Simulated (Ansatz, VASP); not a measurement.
# Two plane-wave programs on CdS

```xyz
4
Lattice="4.1646 0.0798 0.0000 -2.0132 3.5668 0.0000 0.0000 0.0000 6.7660" Properties=species:S:1:pos:R:3 pbc="T T T"
Cd    0.0441    2.4030   -0.0064
Cd    2.1073    1.2435    3.3766
S     0.0054    2.4064    2.5437
S     2.1460    1.2402    5.9266
```

Change from the starting cell: shear_xy strain +3.8%.

Alike in both runs: task single point; functional r2SCAN; k mesh 12 × 12 × 4; no spin polarisation.

|  | VASP | Ansatz |
| --- | --- | --- |
| version | VASP 6.6.1 | Ansatz 0.2.0 |
| potentials or method | VASP PAW PBE potentials, release 64 (Cd, S) | plane waves, PAW |
| plane-wave cutoff (eV) | 520 | 500 |
| occupations | gaussian, width 0.01 eV | fixed |
| valence electrons in the cell | 36 | 52 |

|  | VASP | Ansatz | Ansatz less VASP |
| --- | --- | --- | --- |
| gap on the k mesh at the Fermi level (eV) | 1.56 | 1.56 | +0.006 |
| pressure (GPa) | 0.3 | 0.0 | -0.35 |
| traceless stress, the component that is largest in VASP (GPa) | -0.62 | -0.62 | 0.000 |

VASP's potentials were made for PBE, not for r2SCAN. VASP's potentials hold 36 valence electrons a cell and Ansatz's 52, so a difference there can come from the potentials and not from the codes.
